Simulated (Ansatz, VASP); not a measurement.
Br: VASP beside Ansatz

The input INCAR:

```
SYSTEM = Br
ALGO     = Normal         ! electronic algorithm
EDIFF    = 1E-7           ! SCF threshold, eV
ENCUT    = 520            ! plane-wave cutoff, eV
GGA      = RP             ! functional
ISIF     = 2              ! what is computed and relaxed
ISMEAR   = -1             ! smearing method
LASPH    = .True.         ! aspherical terms in the spheres
LCHARG   = .False.        ! write CHGCAR
LREAL    = .False.        ! projectors in reciprocal space
LWAVE    = .False.        ! write WAVECAR
NBANDS   = 22             ! bands
NELM     = 100            ! most SCF steps
PREC     = Accurate       ! precision mode
SIGMA    = 0.05           ! smearing width, eV
```

KPOINTS

```
k-points
0
Gamma
  4 4 2
  0 0 0
```

Contents of POSCAR:

```
Br
1.0
    3.3632500000     -2.3225500000      0.0000000000
    3.3632500000      2.3225500000      0.0000000000
    0.0000000000      0.0000000000      8.7023000000
Br
4
Direct
    0.3651000000      0.6349000000      0.3901000000
    0.1349000000      0.8651000000      0.8901000000
    0.6349000000      0.3651000000      0.6099000000
    0.8651000000      0.1349000000      0.1099000000
```

The input input.yaml:

```yaml
crystal:
  lattice:
    - [3.36325, -2.32255, 0.0]
    - [3.36325, 2.32255, 0.0]
    - [0.0, 0.0, 8.7023]
  atoms:
    - { symbol: Br, position: [0.3651, 0.6349, 0.3901] }
    - { symbol: Br, position: [0.1349, 0.8651, 0.8901] }
    - { symbol: Br, position: [0.6349, 0.3651, 0.6099] }
    - { symbol: Br, position: [0.8651, 0.1349, 0.1099] }
hamiltonian:
  xc: rpbe
  pseudopotentials: { kind: paw }
kpoints:
  mp_grid: { grid: [4, 4, 2] }
  band_path:
    path:
      - [[0.0, 0.0, 0.0], [0.3692207505, -0.3692207505, 0.0], [0.0, -0.5, 0.0], [0.0, -0.5, -0.5], [0.3692207505, -0.3692207505, -0.5], [0.0, 0.0, -0.5], [0.0, 0.0, 0.0], [-0.5, -0.5, 0.0], [-0.3692207505, -0.6307792495, 0.0], [-0.3692207505, -0.6307792495, -0.5], [-0.5, -0.5, -0.5], [-0.5, -0.5, 0.0]]
      - [[0.0, 0.0, -0.5], [-0.5, -0.5, -0.5]]
    npoints: 14
scf:
  occupations: { method: fermi_dirac, width: 0.05 }
  n_extra_bands: 10
output:
  forces: true
  stress: true
  eigenvalues: true
  fatbands: false
```

Alike in both runs: functional RPBE; k mesh 4 × 4 × 2; occupations fermi-dirac, width 0.05 eV; no spin polarisation.

|  | VASP | Ansatz |
| --- | --- | --- |
| version | VASP 6.6.1 | Ansatz 0.2.0 |
| potentials or method | VASP PAW PBE potentials, release 64 (Br) | Ansatz PAW |
| plane-wave cutoff (eV) | 520 | 420 |
| valence electrons in the cell | 28 | 28 |
| task | single point | band structure |

```csv
,VASP,Ansatz,Ansatz less VASP
gap on the k mesh at the Fermi level (eV),1.95,1.95,-0.003
least direct gap on the mesh (eV),2.00,2.00,-0.004
pressure (GPa),3.5,3.5,-0.01
"traceless stress, the component that is largest in VASP (GPa)",1.24,1.23,-0.011
rms of the force components (eV/Å),0.492,0.489,-0.0034
```

VASP's potentials were made for PBE, not for RPBE. Atom by atom the forces differ by 0.003 eV/Å (rms over components).
